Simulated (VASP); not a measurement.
# Fe (Im-3m) in VASP: single point with PBE

Aim: the single point of Fe with PBE.

All numbers are computed with VASP 6.6.1; they aren't measurements. Logs are shortened: lines on timing, memory, paths and dates and some standing lists are left out, and cuts for length are marked.

### 1 The cell of the first run

It takes space group Im-3m (No. 229, cubic). The conventional cell has a = 2.857 Å, b = 2.857 Å, c = 2.857 Å, α = 90.00°, β = 90.00°, γ = 90.00°. Within 3.3 Å of Fe (site symmetry m-3m) lie 14 Fe at 2.47 to 2.86 Å.

### 2 Single point, PBE, non-collinear spin, typed start, spin-orbit coupling

Input file INCAR:

```
ALGO = Normal ; EDIFF = 1E-6
ENCUT = 600 ; GGA = PE
GGA_COMPAT = F ; ISIF = 2
ISMEAR = 0 ; LASPH = T
LCHARG = F ; LMAXMIX = 4
LORBIT = 11 ; LORBMOM = T
LREAL = F ; LSORBIT = T
LWAVE = F ; MAGMOM = 0 0 2.2
NBANDS = 19 ; NELM = 200
PREC = Accurate ; SIGMA = 0.1
```

Input file KPOINTS:

```
k-points
0
Gamma
  5 5 5
```

Input file POSCAR:

```
Fe
1.0
   -1.4285000000      1.4285000000      1.4285000000
    1.4285000000     -1.4285000000      1.4285000000
    1.4285000000      1.4285000000     -1.4285000000
Fe
1
Direct
    0.0000000000      0.0000000000      0.0000000000
```

Potentials or basis: VASP PAW PBE potentials, release 64 (Fe).

Command:

```bash
cat potpaw_PBE.64/Fe/POTCAR > POTCAR
mpirun -np 1 vasp_ncl > vasp.out
```

OUTCAR:

```text
EDIFF = 1E-6
   ENCUT = 600
   GGA = PE
   ISIF = 2
   ISMEAR = 0
   LASPH = T
   LORBIT = 11
   LREAL = F
   LSORBIT = T
   NELM = 200
   PREC = Accurate

 ion  position               nearest neighbor table
   1  0.000  0.000  0.000-

  LATTYP: Found a body centered cubic cell.
 ALAT       =     2.8570000000

  Lattice vectors:

 A1 = (  -1.4285000000,   1.4285000000,   1.4285000000)
 A2 = (   1.4285000000,  -1.4285000000,   1.4285000000)
 A3 = (   1.4285000000,   1.4285000000,  -1.4285000000)

Analysis of symmetry for initial positions (statically):
=====================================================================
 Subroutine PRICEL returns:
 Original cell was already a primitive cell.

 Routine SETGRP: Setting up the symmetry group for a
 body centered cubic supercell.

 Subroutine GETGRP returns: Found 48 space group operations
 (whereof 48 operations were pure point group operations)
 out of a pool of 48 trial point group operations.

The static configuration has the point symmetry O_h .

Analysis of symmetry for dynamics (positions and initial velocities):
=====================================================================
 Subroutine PRICEL returns:
 Original cell was already a primitive cell.

 Routine SETGRP: Setting up the symmetry group for a
 body centered cubic supercell.

 Subroutine GETGRP returns: Found 48 space group operations
 (whereof 48 operations were pure point group operations)
 out of a pool of 48 trial point group operations.

The dynamic configuration has the point symmetry O_h .

Analysis of structural, dynamic, and magnetic symmetry:
=====================================================================
 Subroutine PRICEL returns:
 Original cell was already a primitive cell.

 Routine SETGRP: Setting up the symmetry group for a
 body centered cubic supercell.

 Subroutine GETGRP returns: Found  8 space group operations
 (whereof  8 operations were pure point group operations)
 out of a pool of 48 trial point group operations.

The overall configuration has the point symmetry C_4h.

 Subroutine INISYM returns: Found  8 space group operations
 (whereof  8 operations are pure point group operations),
 and found     1 'primitive' translations

----------------------------------------------------------------------------------------

                                     Primitive cell

  volume of cell :      11.6601

  direct lattice vectors                    reciprocal lattice vectors
    -1.428500000  1.428500000  1.428500000     0.000000000  0.350017501  0.350017501
     1.428500000 -1.428500000  1.428500000     0.350017501  0.000000000  0.350017501
     1.428500000  1.428500000 -1.428500000     0.350017501  0.350017501  0.000000000

  length of vectors
     2.474234579  2.474234579  2.474234579     0.494999497  0.494999497  0.494999497

  position of ions in fractional coordinates (direct lattice)
     0.000000000  0.000000000  0.000000000

  ion indices of the primitive-cell ions
   primitive index   ion index
                 1           1

----------------------------------------------------------------------------------------

 KPOINTS: k-points

Automatic generation of k-mesh.
 Grid dimensions read from file:
 generate k-points for:    5    5    5

 Generating k-lattice:

  Cartesian coordinates                     Fractional coordinates (reciprocal lattice)
     0.000000000  0.070003500  0.070003500     0.200000000  0.000000000  0.000000000
     0.070003500  0.000000000  0.070003500     0.000000000  0.200000000  0.000000000
     0.070003500  0.070003500  0.000000000     0.000000000  0.000000000  0.200000000

  Length of vectors
     0.098999899  0.098999899  0.098999899

  Shift w.r.t. Gamma in fractional coordinates (k-lattice)
     0.000000000  0.000000000  0.000000000

 Subroutine IBZKPT returns following result:
 ===========================================

 Found     21 irreducible k-points:

 Following reciprocal coordinates:
            Coordinates               Weight
  0.000000  0.000000  0.000000      1.000000
  0.200000  0.000000  0.000000      8.000000
  0.000000  0.000000  0.200000      4.000000
  0.400000  0.000000  0.000000      8.000000
  0.000000  0.000000  0.400000      4.000000
  0.200000  0.200000  0.000000      8.000000
[... 13 lines left out ...]
 -0.400000  0.400000  0.400000      4.000000
  0.400000  0.400000 -0.400000      2.000000
   k-points           NKPTS =     21   k-points in BZ     NKDIM =     21   number of bands    NBANDS=     19
   number of dos      NEDOS =    301   number of ions     NIONS =      1
   total plane-waves  NPLWV =   8000
   dimension x,y,z NGX =    20 NGY =   20 NGZ =   20
   dimension x,y,z NGXF=    40 NGYF=   40 NGZF=   40
   ions per type =               1
   NGX,Y,Z   is equivalent  to a cutoff of  13.44, 13.44, 13.44 a.u.
   NGXF,Y,Z  is equivalent  to a cutoff of  26.88, 26.88, 26.88 a.u.
 SYSTEM =  unknown system
   PREC   = accura    normal or accurate (medium, high low for compatibility)
   ISTART =      0    job   : 0-new  1-cont  2-samecut
   ICHARG =      2    charge: 1-file 2-atom 10-const
   ISPIN  =      1    spin polarized calculation?
   LNONCOLLINEAR =      T non collinear calculations
   LSORBIT =      T    spin-orbit coupling
   LASPH  =      T    aspherical Exc in radial PAW
   ENCUT  =  600.0 eV  44.10 Ry    6.64 a.u.   4.94  4.94  4.94*2*pi/ulx,y,z
   NELM   =    200;   NELMIN=  2; NELMDL= -5     # of ELM steps
   EDIFF  = 0.1E-05   stopping-criterion for ELM
   LREAL  =      F    real-space projection
   EDIFFG = 0.1E-04   stopping-criterion for IOM
   NSW    =      0    number of steps for IOM
   IBRION =     -1    ionic relax: 0-MD 1-quasi-New 2-CG
   NFREE  =      0    steps in history (QN), initial steepest desc. (CG)
   ISIF   =      2    stress and relaxation
   ISYM   =      2    0-nonsym 1-usesym 2-fastsym
   POTIM  = 0.5000    time-step for ionic-motion
   TEBEG  =    0.0;   TEEND  =   0.0 temperature during run
   PSTRESS=    0.0 pullay stress
   NELECT =       8.0000    total number of electrons
   NUPDOWN=      -1.0000    fix difference up-down
   EMIN   =  10.00;   EMAX   =-10.00  energy-range for DOS
   EFERMI =   0.00;   METHOD = LEGACY
   ISMEAR =     0;   SIGMA  =   0.10  broadening in eV -4-tet -1-fermi 0-gaus
   EFERMI_NEDOS =   21; number of points for ismear=-14 and -15
   IALGO  =     38    algorithm
   IMIX   =      4    mixing-type and parameters
     AMIX     =   0.40;   BMIX     =  1.00
     AMIX_MAG =   1.60;   BMIX_MAG =  1.00
  volume/ion in A,a.u.               =      11.66        78.69
  Fermi-wavevector in a.u.,A,eV,Ry     =   1.443903  2.728580 28.366173  2.084855
  Thomas-Fermi vector in A             =   2.562258
   LORBIT       =     11    0 simple, 1 ext, 2 COOP (PROOUT), +10 PAW based schemes
   GGA     = PE    functional components
   LHFCALC =     F    Hartree Fock is set to
   AEXX    =    0.0000 exact exchange contribution
   IVDW    =     0    specifies the selected vdW correction
   LEPSILON=     F    determine dielectric tensor
   LRPA    =     F    only Hartree local field effects (RPA)
 Gauss-broadening in eV      SIGMA  =   0.10
  energy-cutoff  :      600.00
  volume of cell :       11.66
 maximum number of plane-waves:       798
   NGX =  9   NGY =  9   NGZ =  9

 number of electron       8.0000000 magnetization      -0.0000000     -0.0000000      2.0742294

 number of electron       8.0000000 magnetization       0.0000000      0.0000000      2.0740063

 number of electron       8.0000000 magnetization      -0.0000000      0.0000000      2.0740036

 Free energy of the ion-electron system (eV)
  ---------------------------------------------------
  ext. energy  EPLUGINS =         0.00000000
  ---------------------------------------------------
  free energy    TOTEN  =        -8.19502100 eV

  energy without entropy =       -8.18619452  energy(sigma->0) =       -8.19060776

 E-fermi :   5.4657     XC(G=0): -12.9847

 val. band max:        5.3979590727   @ k =  -0.4000   0.4000   0.4000
 cond. band min:       5.4789850849   @ k =  -0.2000   0.2000   0.4000
 fundamental gap:      0.0810260122
 Fermi energy:         5.4656907856

 k-point     1 :       0.0000    0.0000    0.0000
  band No.  band energies     occupation
      1      -2.7370      1.00000
      2      -2.5504      1.00000
      3       3.2727      1.00000
      4       3.2993      1.00000
      5       3.3310      1.00000
      6       4.3745      1.00000
[... 11 lines left out ...]
     18      30.3016      0.00000
     19      35.2035      0.00000

 k-point     2 :       0.2000    0.0000    0.0000
  band No.  band energies     occupation
      1      -1.2216      1.00000
      2      -1.0062      1.00000
      3       2.9258      1.00000
      4       3.1775      1.00000
      5       4.0872      1.00000
      6       4.2166      1.00000
[... 11 lines left out ...]
     18      29.5913      0.00000
     19      30.6732      0.00000

 k-point     3 :       0.0000    0.0000    0.2000
  band No.  band energies     occupation
      1      -1.2217      1.00000
      2      -1.0062      1.00000
      3       2.9262      1.00000
      4       3.1770      1.00000
      5       4.0940      1.00000
      6       4.1993      1.00000
[... 11 lines left out ...]
     18      29.5941      0.00000
     19      30.6739      0.00000

 k-point     4 :       0.4000    0.0000    0.0000
  band No.  band energies     occupation
      1       0.7140      1.00000
      2       1.7140      1.00000
      3       2.3570      1.00000
      4       3.9305      1.00000
      5       4.3205      1.00000
      6       4.5348      1.00000
[... 341 lines left out ...]
     18      26.5985      0.00000
     19      27.0045      0.00000

 k-point    20 :      -0.4000    0.4000    0.4000
  band No.  band energies     occupation
      1       1.1113      1.00000
      2       1.1330      1.00000
      3       2.8561      1.00000
      4       3.0403      1.00000
      5       5.0484      1.00000
      6       5.0514      1.00000
[... 11 lines left out ...]
     18      22.1205      0.00000
     19      22.8709      0.00000

 k-point    21 :       0.4000    0.4000   -0.4000
  band No.  band energies     occupation
      1       1.1105      1.00000
      2       1.1340      1.00000
      3       2.8559      1.00000
      4       3.0405      1.00000
      5       5.0170      1.00000
      6       5.0865      1.00000
[... 11 lines left out ...]
     18      22.1198      0.00000
     19      22.8670      0.00000

------------------------ aborting loop because EDIFF is reached ----------------------------------------

  FORCE on cell =-STRESS in cart. coord.  units (eV):
  Direction    XX          YY          ZZ          XY          YZ          ZX
  --------------------------------------------------------------------------------------
  -------------------------------------------------------------------------------------
  Total       -0.5006749     -0.5006749     -0.4981212      0.0000001      0.0000000      0.0000000
  in kB      -68.7963977    -68.7963977    -68.4454944      0.0000094      0.0000000      0.0000000
  external PRESSURE =     -68.6794299 kB  Pullay stress =       0.0000000 kB

 VOLUME and BASIS-vectors are now :
 -----------------------------------------------------------------------------
  energy-cutoff  :      600.00
  volume of cell :       11.66
      direct lattice vectors                 reciprocal lattice vectors
    -1.428500000  1.428500000  1.428500000     0.000000000  0.350017501  0.350017501
     1.428500000 -1.428500000  1.428500000     0.350017501  0.000000000  0.350017501
     1.428500000  1.428500000 -1.428500000     0.350017501  0.350017501  0.000000000

 POSITION                                       TOTAL-FORCE (eV/Angst)
 -----------------------------------------------------------------------------------
      0.00000      0.00000      0.00000         0.000000      0.000000      0.000000
 -----------------------------------------------------------------------------------
    total drift:                                0.000000     -0.000000      0.000000

  FREE ENERGIE OF THE ION-ELECTRON SYSTEM (eV)
  ---------------------------------------------------
  free  energy   TOTEN  =        -8.1950210030 eV

  energy  without entropy=       -8.1861945239  energy(sigma->0) =       -8.19060776

 orbital moment (x)

 # of ion     p       d       tot
 ----------------------------------------
  1         0.000  -0.000  -0.000
 ----------------------------------------
            0.000  -0.000  -0.000

 orbital moment (y)

 # of ion     p       d       tot
 ----------------------------------------
  1         0.000  -0.000  -0.000
 ----------------------------------------
            0.000  -0.000  -0.000

 orbital moment (z)

 # of ion     p       d       tot
 ----------------------------------------
  1         0.000   0.050   0.051
 ----------------------------------------
            0.000   0.050   0.051

 Spin-Orbit-Coupling matrix elements

 Ion:    1  E_soc:     -0.0131477
 l=   1
     0.0000000    -0.0003342    -0.0003099
    -0.0003342     0.0000000    -0.0003342
    -0.0003099    -0.0003342     0.0000000
 l=   2
     0.0000000    -0.0004709     0.0000000    -0.0004709    -0.0013358
    -0.0004709     0.0000000    -0.0010630    -0.0004765    -0.0003577
     0.0000000    -0.0010630     0.0000000    -0.0010630     0.0000000
    -0.0004709    -0.0004765    -0.0010630     0.0000000    -0.0003577
    -0.0013358    -0.0003577     0.0000000    -0.0003577     0.0000000
 l=   3
     0.0000000     0.0000000     0.0000000     0.0000000     0.0000000     0.0000000     0.0000000
     0.0000000     0.0000000     0.0000000     0.0000000     0.0000000     0.0000000     0.0000000
     0.0000000     0.0000000     0.0000000     0.0000000     0.0000000     0.0000000     0.0000000
     0.0000000     0.0000000     0.0000000     0.0000000     0.0000000     0.0000000     0.0000000
     0.0000000     0.0000000     0.0000000     0.0000000     0.0000000     0.0000000     0.0000000
     0.0000000     0.0000000     0.0000000     0.0000000     0.0000000     0.0000000     0.0000000
     0.0000000     0.0000000     0.0000000     0.0000000     0.0000000     0.0000000     0.0000000

 total charge

# of ion       s       p       d       tot
------------------------------------------
    1        0.476   0.535   6.198   7.209

 magnetization (x)

# of ion       s       p       d       tot
------------------------------------------
    1        0.000   0.000   0.000   0.000

 magnetization (y)

# of ion       s       p       d       tot
------------------------------------------
    1        0.000   0.000   0.000   0.000

 magnetization (z)

# of ion       s       p       d       tot
------------------------------------------
    1       -0.013  -0.050   2.136   2.074
```

Run time: 2.7 min. Hardware: 1 thread of Intel Xeon 8259CL, shared host; peak memory 0.16 GiB.

Results:

```
Free energy                                           : -8.1950 eV
Pressure                                              : -6.9 GPa
Net moment                                            : 2.07 μB per cell
Valence electrons inside the program's atomic spheres : Fe 7.21
```

Moments on the atoms (μB; x, y, z):
```
Fe  0.00 0.00 2.07
```

Caveat: the k points lie up to 0.62 Å⁻¹ apart.
